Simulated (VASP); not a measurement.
A run of VASP 6.6.1:

INCAR

```
PREC = Accurate
ENCUT = 600
EDIFF = 1E-6
ISMEAR = -1
SIGMA = 0.05
LREAL = False
LASPH = True
NELM = 60
ALGO = Normal
ISIF = 3
LWAVE = False
LCHARG = False
GGA = PE
IBRION = 2
NSW = 100
EDIFFG = -0.005
```

Contents of KPOINTS:

```
Automatic mesh
0
Gamma
  13 13 13
```

File POSCAR:

```
LiH
1.0
    0.0000000000      2.2322827293      2.2322827293
    2.2322827293      0.0000000000      2.2322827293
    2.2322827293      2.2322827293      0.0000000000
Li H
1 1
Direct
    0.0000000000      0.0000000000      0.0000000000
    0.2500000000      0.2500000000      0.2500000000
```

Potentials or basis: VASP PAW PBE potentials, release 64 (Li_sv, H).

The run is started by

```console
$ cat potpaw_PBE.64/Li_sv/POTCAR potpaw_PBE.64/H/POTCAR > POTCAR
$ mpirun -np 1 vasp_std > vasp.out
```

Hardware: 1 thread of Intel(R) Xeon(R) Platinum 8488C (Sapphire Rapids) (shared host).

Problem. How long does it take, and how much memory?

Solution. It took 20 s on 1 thread of Intel(R) Xeon(R) Platinum 8488C (Sapphire Rapids), with other jobs on the host, peak memory 0.15 GiB. Counts: scf iterations 27, k points 84, ion steps 4.
